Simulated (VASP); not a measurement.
Write the native input for VASP 6.6.1 that does the following.

```
Task                   : electric field gradients
Functional             : PBEsol
Potentials or basis    : VASP PAW PBE potentials, release 64 (Au)
Cutoff                 : 520 eV
k mesh                 : 18 × 18 × 10
Occupations            : fermi-dirac, width 0.05 eV
Spin                   : no spin polarisation
Dipole correction      : no
Further INCAR settings : ALGO = Normal; EDIFF = 1e-08; NBANDS = 18
```

The structure of Au lies in POSCAR:

```
Au
1.0
    2.9000000000      0.0000000000      0.0000000000
   -1.4500000000      2.5114736710      0.0000000000
    0.0000000000      0.0000000000      4.8800000000
Au
2
Direct
    0.3333333333      0.6666666667      0.7500000000
    0.6666666667      0.3333333333      0.2500000000
```

This isn't the form of Au at room conditions, which is fcc.

One way to write it, as run:

INCAR

```
  PREC = Accurate
  ENCUT = 520
  EDIFF = 1E-8
  ISMEAR = -1
  SIGMA = 0.05
  LREAL = False
  LASPH = True
  NELM = 100
  ALGO = Normal
  ISIF = 2
  LWAVE = False
  LCHARG = False
  GGA = PS
  LEFG = True
  NBANDS = 18
```

KPOINTS

```
Automatic mesh
0
Gamma
  18 18 10
```

Potentials or basis: VASP PAW PBE potentials, release 64 (Au).

The run is started by

```sh
$ cat potpaw_PBE.64/Au/POTCAR > POTCAR
$ mpirun -np 1 vasp_std > vasp.out
```

Results of the run:

```
Pressure                                : -6.6 GPa
Band gap on the k mesh                  : zero (bands 11 and 12 overlap by 6.62 eV)
Largest electric field gradient by atom : Au +24.1 V/Å²
```

Caveat: the cell stands under tension; without QUAD_EFG the Cq values of the log hold for a quadrupole moment of 1 mb, not for the nuclei; the PAW data sets were made with another functional, which shifts forces and pressure a little; spin-orbit coupling is left out, which moves the levels of the heavy elements.

It took 110 s on 1 thread of Intel Xeon 8259CL (shared host), peak memory 0.25 GiB.
